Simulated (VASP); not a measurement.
Write the native input for VASP 6.6.1 that does the following.

| Quantity | Value |
| --- | --- |
| Task | electric field gradients |
| Functional | PBE |
| Potentials or basis | VASP PAW PBE potentials, release 64 (Ta_pv, N) |
| Cutoff | 520 eV |
| k mesh | 12 × 12 × 10 |
| Occupations | fermi-dirac, width 0.02 eV |
| Spin | no spin polarisation |
| Dipole correction | no |
| Further INCAR settings | ALGO = Normal; EDIFF = 1e-08; NBANDS = 15 |

The structure of TaN lies in POSCAR:

```
TaN
1.0
    2.9379988584     -0.0146899943     -0.0146899943
   -1.4817213374      2.5517266448     -0.0053769111
   -0.0144150000     -0.0144150000      2.8830000000
Ta N
1 1
Direct
    0.3333333333      0.6666666667      0.5000000000
    0.0000000000      0.0000000000      0.0000000000
```

This cell differs from its parent crystal: equal xy, yz and zx shear strains of -1 %.

The input as run:

INCAR

```
SYSTEM = TaN
PREC     = Accurate       ! precision mode
ENCUT    = 520            ! plane-wave cutoff, eV
EDIFF    = 1E-8           ! SCF threshold, eV
ISMEAR   = -1             ! smearing method
SIGMA    = 0.02           ! smearing width, eV
LREAL    = .False.        ! projectors in reciprocal space
LASPH    = .True.         ! aspherical terms in the spheres
NELM     = 60             ! most SCF steps
ALGO     = Normal         ! electronic algorithm
ISIF     = 2              ! what is computed and relaxed
LWAVE    = .False.        ! write WAVECAR
LCHARG   = .False.        ! write CHGCAR
GGA      = PE             ! functional
LEFG     = .True.       
NBANDS   = 15             ! bands
```

KPOINTS

```
Automatic mesh
0
Gamma
  12 12 10
  0 0 0
```

Potentials or basis: VASP PAW PBE potentials, release 64 (Ta_pv, N).

The run is started by

```bash
$ cat potpaw_PBE.64/Ta_pv/POTCAR potpaw_PBE.64/N/POTCAR > POTCAR
$ mpirun -np 1 vasp_std > vasp.out
```

Results of the run:

```yaml
Pressure: 5.5 GPa
Largest_force: 0.025 eV/Å
Band_gap_on_the_k_mesh: zero (bands 8 and 9 overlap by 0.33 eV)
Largest_electric_field_gradient_by_atom: Ta -39.3; N -2.3 V/Å²
```

Caveat: the cell differs from its parent crystal (equal xy, yz and zx shear strains of -1 %); the cell stands under pressure; without QUAD_EFG the Cq values of the log hold for a quadrupole moment of 1 mb, not for the nuclei; spin-orbit coupling is left out, which moves the levels of the heavy elements.

Run time: 110 s on 1 thread of Intel(R) Xeon(R) Platinum 8375C CPU @ 2.90GHz (Ice Lake) (shared host), peak memory 0.34 GiB.
